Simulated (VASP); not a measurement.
# SiO2 (P4_2/mnm) in VASP: further runs, part 2 of 2

VASP 6.6.1. Earlier steps stand in the parts before.

## 4. Electric field gradients, PBE

This run uses another cell than the first one, of 7.77 Å³/atom, 1.041 times its volume.

File INCAR:

```
SYSTEM = SiO2
PREC     = Accurate       ! precision mode
ENCUT    = 520            ! plane-wave cutoff, eV
EDIFF    = 1E-8           ! SCF threshold, eV
ISMEAR   = -1             ! smearing method
SIGMA    = 0.03           ! smearing width, eV
LREAL    = .FALSE.        ! projectors in reciprocal space
LASPH    = .TRUE.         ! aspherical terms in the spheres
NELM     = 80             ! most SCF steps
ALGO     = Normal         ! electronic algorithm
ISIF     = 2              ! what is computed and relaxed
LWAVE    = .FALSE.        ! write WAVECAR
LCHARG   = .FALSE.        ! write CHGCAR
GGA      = PE             ! functional
LEFG     = .TRUE.       
NBANDS   = 25             ! bands
```

File KPOINTS:

```
regular mesh
0
G
  6 6 9
  0 0 0
```

File POSCAR:

```
SiO2
1.0
    4.1801000000      0.0000000000      0.0000000000
    0.0000000000      4.1801000000      0.0000000000
    0.0000000000      0.0000000000      2.6678000000
Si O
2 4
Direct
    0.0000000000      0.0000000000      0.0000000000
    0.5000000000      0.5000000000      0.5000000000
    0.3067000000      0.3067000000      0.0000000000
    0.1933000000      0.8067000000      0.5000000000
    0.6933000000      0.6933000000      0.0000000000
    0.8067000000      0.1933000000      0.5000000000
```

Potentials or basis: VASP PAW PBE potentials, release 64 (Si, O).

On the command line:

```
cat potpaw_PBE.64/Si/POTCAR potpaw_PBE.64/O/POTCAR > POTCAR
mpirun -np 1 vasp_std > vasp.out
```

OUTCAR:

```text
SYSTEM = SiO2
   PREC = Accurate
   ENCUT = 520
   EDIFF = 1E-8
   ISMEAR = -1
   LREAL = .FALSE.
   LASPH = .TRUE.
   NELM = 80
   ISIF = 2
   GGA = PE

 ion  position               nearest neighbor table
   1  0.000  0.000  0.000-   4 1.76   6 1.76   4 1.76   6 1.76   5 1.81   3 1.81
   2  0.500  0.500  0.500-   3 1.76   5 1.76   3 1.76   5 1.76   4 1.81   6 1.81
   3  0.307  0.307  0.000-   2 1.76   2 1.76   1 1.81
   4  0.193  0.807  0.500-   1 1.76   1 1.76   2 1.81
   5  0.693  0.693  0.000-   2 1.76   2 1.76   1 1.81
   6  0.807  0.193  0.500-   1 1.76   1 1.76   2 1.81

  LATTYP: Found a simple tetragonal cell.
 ALAT       =     4.1801000000
 C/A-ratio  =     0.6382143968

  Lattice vectors:

 A1 = (   4.1801000000,   0.0000000000,   0.0000000000)
 A2 = (   0.0000000000,   4.1801000000,   0.0000000000)
 A3 = (   0.0000000000,   0.0000000000,   2.6678000000)

Analysis of symmetry for initial positions (statically):
=====================================================================
 Subroutine PRICEL returns:
 Original cell was already a primitive cell.
[... 888 lines left out ...]
 -----------------------------------------------------------------------------------
    total drift:                                0.000000      0.000000      0.000000

  FREE ENERGIE OF THE ION-ELECTRON SYSTEM (eV)
  ---------------------------------------------------
  free  energy   TOTEN  =       -46.2588728118 eV

  energy  without entropy=      -46.2588728118  energy(sigma->0) =      -46.25887281

 Electric field gradients (V/A^2)
---------------------------------------------------------------------
 ion       V_xx      V_yy      V_zz      V_xy      V_xz      V_yz
---------------------------------------------------------------------
   1       9.274     9.274   -18.548    13.427     0.000    -0.000
   2       9.274     9.274   -18.548   -13.427     0.000     0.000
   3     -23.817   -23.817    47.634    85.868    -0.000    -0.000
   4     -23.817   -23.817    47.634   -85.868     0.000     0.000
   5     -23.817   -23.817    47.634    85.868    -0.000    -0.000
   6     -23.817   -23.817    47.634   -85.868     0.000     0.000
---------------------------------------------------------------------

 Electric field gradients after diagonalization (V/A^2)
 (convention: |V_zz| > |V_xx| > |V_yy|)
----------------------------------------------------------------------
 ion       V_xx      V_yy      V_zz     asymmetry (V_yy - V_xx)/ V_zz
----------------------------------------------------------------------
   1     -18.548    -4.153    22.701       0.634
   2     -18.548    -4.153    22.701       0.634
   3      62.051    47.634  -109.685       0.131
   4      62.051    47.634  -109.685       0.131
   5      62.051    47.634  -109.685       0.131
   6      62.051    47.634  -109.685       0.131
----------------------------------------------------------------------

           NMR quadrupolar parameters

 Cq : quadrupolar parameter    Cq=e*Q*V_zz/h
 eta: asymmetry parameters     (V_yy - V_xx)/ V_zz
 Q  : nuclear electric quadrupole moment in mb (millibarn)
----------------------------------------------------------------------
 ion       Cq(MHz)       eta       Q (mb)
----------------------------------------------------------------------
   1       0.055       0.634       1.000
   2       0.055       0.634       1.000
   3      -0.265       0.131       1.000
   4      -0.265       0.131       1.000
   5      -0.265       0.131       1.000
   6      -0.265       0.131       1.000
----------------------------------------------------------------------
```

Wall time 58 s (1 thread of Intel Xeon 6975P-C, shared host); peak memory 0.18 GiB.

Results:

* Free energy: -46.2589 eV
* Pressure: 11.0 GPa
* Largest force: 0.244 eV/Å
* Band gap on the k mesh: 5.61 eV, direct

Forces on the atoms (eV/Å):
```
Si   0.000  0.000  0.000
Si   0.000  0.000  0.000
O   -0.173 -0.173  0.000
O    0.173 -0.173  0.000
O    0.173  0.173  0.000
O   -0.173  0.173  0.000
```

Levels at points of the mesh, in eV from the valence-band top:
```
           k point  band 12  band 13  band 14  band 15  band 16  band 17  band 18  band 19  band 20  band 21
(0.00, 0.00, 0.00)    -3.14    -2.55    -0.87    -0.87     0.00     5.61     6.69     8.52     8.52    11.19
(0.50, 0.00, 0.00)    -3.85    -2.70    -2.70    -1.07    -1.07     7.73     7.73     9.09     9.09    11.06
(0.50, 0.50, 0.00)    -3.27    -2.63    -2.63    -2.27    -2.27     7.40     7.40    10.06    10.06    13.15
```

Electric field gradients, principal values (V/Å²):
```csv
atom,least,middle,greatest (by size)
1 Si,-4.153,-18.548,22.701
2 Si,-4.153,-18.548,22.701
3 O,47.634,62.051,-109.685
4 O,47.634,62.051,-109.685
5 O,47.634,62.051,-109.685
6 O,47.634,62.051,-109.685
```

Caveat: without QUAD_EFG the Cq values of the log hold for a quadrupole moment of 1 mb, not for the nuclei.

## 5. Density of states, PBE

This run uses another cell than the first one, of 7.77 Å³/atom, 1.041 times its volume.

POSCAR is that of step 4.

File INCAR.step1:

```
SYSTEM = SiO2
  ALGO = Normal
  EDIFF = 1E-6
  ENCUT = 520
  GGA = PE
  ISIF = 2
  ISMEAR = -1
  LASPH = .TRUE.
  LCHARG = .TRUE.
  LREAL = .FALSE.
  LWAVE = .FALSE.
  NBANDS = 25
  NELM = 100
  PREC = Accurate
  SIGMA = 0.03
```

File KPOINTS.step1:

```
k-points
0
G
  6 6 9
  0 0 0
```

File INCAR.step2:

```
SYSTEM = SiO2
  ALGO = Normal
  EDIFF = 1E-6
  ENCUT = 520
  GGA = PE
  ICHARG = 11
  ISIF = 2
  ISMEAR = -5
  LASPH = .TRUE.
  LCHARG = .FALSE.
  LORBIT = 11
  LREAL = .FALSE.
  LWAVE = .FALSE.
  NBANDS = 25
  NEDOS = 1001
  NELM = 100
  PREC = Accurate
  SIGMA = 0.03
```

File KPOINTS.step2:

```
k-points
0
G
  9 9 14
  0 0 0
```

On the command line:

```
cat potpaw_PBE.64/Si/POTCAR potpaw_PBE.64/O/POTCAR > POTCAR
cp INCAR.step1 INCAR
cp KPOINTS.step1 KPOINTS
mpirun -np 1 vasp_std > vasp.out
cp INCAR.step2 INCAR
cp KPOINTS.step2 KPOINTS
mpirun -np 1 vasp_std > vasp.out
```

Run time: 1.7 min. Hardware: 1 thread of Intel Xeon 6975P-C, shared host; peak memory 0.22 GiB.

Results (log left out):

```
Valence electrons inside the program's atomic spheres : Si 1.47; O 5.25
```

Levels at points of the mesh, in eV from the valence-band top:
```tsv
k point	band 14	band 15	band 16	band 17	band 18	band 19
(0.00, 0.00, 0.00)	-0.87	-0.87	0.00	5.61	6.69	8.52
(0.00, 0.00, 0.50)	-3.05	-2.68	-2.68	9.11	9.11	12.66
```

## 6. Electric field gradients, PBE (zz strain of +3 %)

File INCAR:

```
SYSTEM = SiO2
PREC = Accurate
ENCUT = 520
EDIFF = 1E-8
ISMEAR = -1
SIGMA = 0.03
LREAL = .FALSE.
LASPH = .TRUE.
NELM = 60
ALGO = Normal
ISIF = 2
LWAVE = .FALSE.
LCHARG = .FALSE.
GGA = PE
LEFG = .TRUE.
NBANDS = 25
```

File KPOINTS:

```
Automatic mesh
0
G
  6 6 9
  0 0 0
```

Changes to POSCAR since step 5:

```diff
@@ -4,3 +4,3 @@
     0.0000000000      4.1801000000      0.0000000000
-    0.0000000000      0.0000000000      2.6678000000
+    0.0000000000      0.0000000000      2.7478340000
 Si O
```

Potentials or basis: VASP PAW PBE potentials, release 64 (Si, O).

On the command line:

```
cat potpaw_PBE.64/Si/POTCAR potpaw_PBE.64/O/POTCAR > POTCAR
mpirun -np 1 vasp_std > vasp.out
```

OUTCAR:

```text
SYSTEM = SiO2
   PREC = Accurate
   ENCUT = 520
   EDIFF = 1E-8
   ISMEAR = -1
   LREAL = .FALSE.
   LASPH = .TRUE.
   NELM = 60
   ISIF = 2
   GGA = PE

 ion  position               nearest neighbor table
   1  0.000  0.000  0.000-   4 1.79   6 1.79   4 1.79   6 1.79   5 1.81   3 1.81
   2  0.500  0.500  0.500-   3 1.79   5 1.79   3 1.79   5 1.79   4 1.81   6 1.81
   3  0.307  0.307  0.000-   2 1.79   2 1.79   1 1.81
   4  0.193  0.807  0.500-   1 1.79   1 1.79   2 1.81
   5  0.693  0.693  0.000-   2 1.79   2 1.79   1 1.81
   6  0.807  0.193  0.500-   1 1.79   1 1.79   2 1.81

  LATTYP: Found a simple tetragonal cell.
 ALAT       =     4.1801000000
 C/A-ratio  =     0.6573608287

  Lattice vectors:

 A1 = (   4.1801000000,   0.0000000000,   0.0000000000)
 A2 = (   0.0000000000,   4.1801000000,   0.0000000000)
 A3 = (   0.0000000000,   0.0000000000,   2.7478340000)

Analysis of symmetry for initial positions (statically):
=====================================================================
 Subroutine PRICEL returns:
 Original cell was already a primitive cell.

 Routine SETGRP: Setting up the symmetry group for a
 simple tetragonal supercell.

 Subroutine GETGRP returns: Found 16 space group operations
 (whereof  8 operations were pure point group operations)
 out of a pool of 16 trial point group operations.

The static configuration has the point symmetry D_2h.
 The point group associated with its full space group is D_4h.

Analysis of symmetry for dynamics (positions and initial velocities):
=====================================================================
 Subroutine PRICEL returns:
 Original cell was already a primitive cell.

 Routine SETGRP: Setting up the symmetry group for a
 simple tetragonal supercell.

 Subroutine GETGRP returns: Found 16 space group operations
 (whereof  8 operations were pure point group operations)
 out of a pool of 16 trial point group operations.

The dynamic configuration has the point symmetry D_2h.
 The point group associated with its full space group is D_4h.

 Subroutine INISYM returns: Found 16 space group operations
 (whereof  8 operations are pure point group operations),
 and found     1 'primitive' translations

----------------------------------------------------------------------------------------

                                     Primitive cell

  volume of cell :      48.0136

  direct lattice vectors                    reciprocal lattice vectors
     4.180100000  0.000000000  0.000000000     0.239228727  0.000000000  0.000000000
     0.000000000  4.180100000  0.000000000     0.000000000  0.239228727  0.000000000
     0.000000000  0.000000000  2.747834000     0.000000000  0.000000000  0.363923003

  length of vectors
     4.180100000  4.180100000  2.747834000     0.239228727  0.239228727  0.363923003

  position of ions in fractional coordinates (direct lattice)
     0.000000000  0.000000000  0.000000000
[... 102 lines left out ...]
   EFERMI_NEDOS =   21; number of points for ismear=-14 and -15
   IALGO  =     38    algorithm
   IMIX   =      4    mixing-type and parameters
     AMIX     =   0.40;   BMIX     =  1.00
     AMIX_MAG =   1.60;   BMIX_MAG =  1.00
  volume/ion in A,a.u.               =       8.00        54.00
  Fermi-wavevector in a.u.,A,eV,Ry     =   1.430003  2.702313 27.822661  2.044908
  Thomas-Fermi vector in A             =   2.549895
   LORBIT       =      0    0 simple, 1 ext, 2 COOP (PROOUT), +10 PAW based schemes
   GGA     = PE    functional components
   LHFCALC =     F    Hartree Fock is set to
   AEXX    =    0.0000 exact exchange contribution
   IVDW    =     0    specifies the selected vdW correction
   LEPSILON=     F    determine dielectric tensor
   LRPA    =     F    only Hartree local field effects (RPA)
 non-spin polarized calculation
  energy-cutoff  :      520.00
  volume of cell :       48.01
 maximum number of plane-waves:      1308
 NGX is ok and might be reduce to    32
   NGX = 15   NGY = 15   NGZ = 11

 number of electron      31.9999984 magnetization

 Free energy of the ion-electron system (eV)
  ---------------------------------------------------
  ext. energy  EPLUGINS =         0.00000000
  ---------------------------------------------------
  free energy    TOTEN  =       -46.27194756 eV

  energy without entropy =      -46.27194756  energy(sigma->0) =      -46.27194756

 E-fermi :   8.4215     XC(G=0): -12.1241

 val. band max:        7.8538632866   @ k =   0.0000   0.0000   0.0000
 cond. band min:      12.8206429408   @ k =   0.0000   0.0000   0.0000
 fundamental gap:      4.9667796542
 Fermi energy:         8.4215224087

 k-point     1 :       0.0000    0.0000    0.0000
  band No.  band energies     occupation
      1     -14.3861      2.00000
      2     -10.8345      2.00000
      3     -10.8345      2.00000
      4     -10.6005      2.00000
      5      -2.8039      2.00000
      6       1.7506      2.00000
[... 661 lines left out ...]
     24      20.1738      0.00000
     25      21.6153      0.00000

 [... further k-points ...]
[... 5 lines left out ...]
  --------------------------------------------------------------------------------------
  -------------------------------------------------------------------------------------
  Total        1.4125652      1.4125652     -2.6454345      0.0000000      0.0000000      0.0000000
  in kB       47.1362753     47.1362753    -88.2762267      0.0000000      0.0000000      0.0000000
  external PRESSURE =       1.9987746 kB  Pullay stress =       0.0000000 kB

 VOLUME and BASIS-vectors are now :
 -----------------------------------------------------------------------------
  energy-cutoff  :      520.00
  volume of cell :       48.01
      direct lattice vectors                 reciprocal lattice vectors
     4.180100000  0.000000000  0.000000000     0.239228727  0.000000000  0.000000000
     0.000000000  4.180100000  0.000000000     0.000000000  0.239228727  0.000000000
     0.000000000  0.000000000  2.747834000     0.000000000  0.000000000  0.363923003

 POSITION                                       TOTAL-FORCE (eV/Angst)
 -----------------------------------------------------------------------------------
      0.00000      0.00000      0.00000         0.000000      0.000000      0.000000
      2.09005      2.09005      1.37392         0.000000      0.000000      0.000000
      1.28204      1.28204      0.00000        -0.161953     -0.161953      0.000000
      0.80801      3.37209      1.37392         0.161953     -0.161953      0.000000
      2.89806      2.89806      0.00000         0.161953      0.161953     -0.000000
      3.37209      0.80801      1.37392        -0.161953      0.161953     -0.000000
 -----------------------------------------------------------------------------------
    total drift:                                0.000000      0.000000      0.000000

  FREE ENERGIE OF THE ION-ELECTRON SYSTEM (eV)
  ---------------------------------------------------
  free  energy   TOTEN  =       -46.2719475576 eV

  energy  without entropy=      -46.2719475575  energy(sigma->0) =      -46.27194756

 Electric field gradients (V/A^2)
---------------------------------------------------------------------
 ion       V_xx      V_yy      V_zz      V_xy      V_xz      V_yz
---------------------------------------------------------------------
   1       6.922     6.922   -13.844     4.137     0.000    -0.000
   2       6.922     6.922   -13.844    -4.137     0.000     0.000
   3     -26.837   -26.837    53.673    87.417    -0.000    -0.000
   4     -26.837   -26.837    53.673   -87.417     0.000     0.000
   5     -26.837   -26.837    53.673    87.417    -0.000    -0.000
   6     -26.837   -26.837    53.673   -87.417     0.000     0.000
---------------------------------------------------------------------

 Electric field gradients after diagonalization (V/A^2)
 (convention: |V_zz| > |V_xx| > |V_yy|)
----------------------------------------------------------------------
 ion       V_xx      V_yy      V_zz     asymmetry (V_yy - V_xx)/ V_zz
----------------------------------------------------------------------
   1      11.059     2.785   -13.844       0.598
   2      11.059     2.785   -13.844       0.598
   3      60.580    53.673  -114.253       0.060
   4      60.580    53.673  -114.253       0.060
   5      60.580    53.673  -114.253       0.060
   6      60.580    53.673  -114.253       0.060
----------------------------------------------------------------------

           NMR quadrupolar parameters

 Cq : quadrupolar parameter    Cq=e*Q*V_zz/h
 eta: asymmetry parameters     (V_yy - V_xx)/ V_zz
 Q  : nuclear electric quadrupole moment in mb (millibarn)
----------------------------------------------------------------------
 ion       Cq(MHz)       eta       Q (mb)
----------------------------------------------------------------------
   1      -0.033       0.598       1.000
   2      -0.033       0.598       1.000
   3      -0.276       0.060       1.000
   4      -0.276       0.060       1.000
   5      -0.276       0.060       1.000
   6      -0.276       0.060       1.000
----------------------------------------------------------------------
```

OSZICAR:

```text
N       E                     dE             d eps       ncg     rms          rms(c)
DAV:   1     0.134343483029E+03    0.13434E+03   -0.17550E+04  2524   0.123E+03
DAV:   2    -0.441271427827E+02   -0.17847E+03   -0.17039E+03  3218   0.277E+02
DAV:   3    -0.508392868446E+02   -0.67121E+01   -0.66830E+01  3342   0.516E+01
DAV:   4    -0.508811707828E+02   -0.41884E-01   -0.41874E-01  2905   0.475E+00
DAV:   5    -0.508815121001E+02   -0.34132E-03   -0.34126E-03  3343   0.405E-01    0.169E+01
DAV:   6    -0.462052381013E+02    0.46763E+01   -0.13203E+01  3152   0.244E+01    0.766E+00
DAV:   7    -0.462519288746E+02   -0.46691E-01   -0.72969E-01  3106   0.491E+00    0.286E+00
DAV:   8    -0.462650969582E+02   -0.13168E-01   -0.25088E-02  3177   0.136E+00    0.109E+00
DAV:   9    -0.462717562714E+02   -0.66593E-02   -0.95678E-03  3152   0.825E-01    0.259E-01
DAV:  10    -0.462719750700E+02   -0.21880E-03   -0.57994E-04  3173   0.166E-01    0.483E-02
DAV:  11    -0.462719466223E+02    0.28448E-04   -0.10386E-04  3213   0.727E-02    0.806E-03
DAV:  12    -0.462719474909E+02   -0.86851E-06   -0.58063E-06  3032   0.170E-02    0.341E-03
DAV:  13    -0.462719475563E+02   -0.65479E-07   -0.40661E-07  3259   0.452E-03    0.367E-03
DAV:  14    -0.462719475576E+02   -0.12194E-08   -0.11381E-08  2379   0.761E-04
   1 F= -.46271948E+02 E0= -.46271948E+02  d E =-.227823E-10
```

It took 27 s on 1 thread of Intel Xeon Platinum 8375C at 2.90GHz (Ice Lake), shared host; peak memory 0.17 GiB.

What came out:

* Free energy: -46.2719 eV
* Pressure: 0.2 GPa
* Largest force: 0.229 eV/Å
* Band gap on the k mesh: 4.97 eV, direct

Forces in eV/Å, atoms in the order of the input:
```
Si   0.000  0.000  0.000
Si   0.000  0.000  0.000
O   -0.162 -0.162  0.000
O    0.162 -0.162  0.000
O    0.162  0.162  0.000
O   -0.162  0.162  0.000
```

Stress tensor (GPa, compression positive):
```
 4.71  0.00  0.00
 0.00  4.71  0.00
 0.00  0.00 -8.83
```

Electric field gradients, principal values (V/Å²):
| atom | least | middle | greatest (by size) |
| --- | --- | --- | --- |
| 1 Si | 2.785 | 11.059 | -13.844 |
| 2 Si | 2.785 | 11.059 | -13.844 |
| 3 O | 53.673 | 60.580 | -114.253 |
| 4 O | 53.673 | 60.580 | -114.253 |
| 5 O | 53.673 | 60.580 | -114.253 |
| 6 O | 53.673 | 60.580 | -114.253 |

Caveat: the cell differs from its parent crystal (zz strain of +3 %); without QUAD_EFG the Cq values of the log hold for a quadrupole moment of 1 mb, not for the nuclei. A k mesh can miss the band edges.

## 7. Overview

```tsv
task	cell	k mesh for the DOS	occupations for the DOS	gap on the mesh (eV)	pressure (GPa)	largest force (eV/Å)
electric field gradients	a = 4.096, b = 4.096, c = 2.668 Å, 6 atoms	-	-	6.27	25.1	0.63
electric field gradients	a = 4.180, b = 4.180, c = 2.668 Å, 6 atoms	-	-	5.61	11.0	0.24
density of states	a = 4.180, b = 4.180, c = 2.668 Å, 6 atoms	9 × 9 × 14	tetrahedron	-	-	-
electric field gradients	a = 4.180, b = 4.180, c = 2.748 Å, 6 atoms	-	-	4.97	0.2	0.23
```

Alike in all rows: level PBE; potentials or basis VASP PAW PBE potentials, release 64 (Si, O); no spin polarisation; k mesh 6 × 6 × 9; cutoff (eV) 520; smearing fermi-dirac 0.03 eV.

Absolute energies hang on the potentials; compare differences alone.
